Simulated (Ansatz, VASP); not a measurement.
## SbW: VASP beside Ansatz

```
W Sb
1.0
     4.40023    0.00000    0.00000
    -2.20011    3.81071    0.00000
     0.00000    0.00000    5.21022
W Sb
2 2
Direct
  0.00000 0.00000 0.00000
  0.00000 0.00000 0.50000
  0.33333 0.66667 0.25000
  0.66667 0.33333 0.75000
```

Alike in both runs: task single point; functional r2SCAN; k mesh 10 × 10 × 6; occupations gaussian, width 0.05 eV; no spin polarisation.

|  | VASP | Ansatz |
| --- | --- | --- |
| version | VASP 6.6.1 | Ansatz 0.2.0 |
| potentials or method | VASP PAW PBE potentials, release 64 (W_sv, Sb), cutoff 520 eV | scalar-relativistic, plane waves, PAW |
| valence electrons in the cell | 38 | 58 |

VASP gave:

```
gap on the k mesh at the Fermi level (eV)                     : none
pressure (GPa)                                                : -2.2
traceless stress, the component that is largest in VASP (GPa) : -0.38
```

Question: What did Ansatz give for the same quantities?

Answer: gap on the k mesh at the Fermi level (eV): none; pressure (GPa): -2.4; traceless stress, the component that is largest in VASP (GPa): -0.51.

VASP's potentials were made for PBE, not for r2SCAN. A gap of «none» marks a metal or a gap that the smearing closes. The functional is the same, so the differences come from potentials, cutoffs and numerics. VASP's potentials hold 38 valence electrons a cell and Ansatz's 58, so a difference there can come from the potentials and not from the codes.

Neither program's run includes spin-orbit coupling.
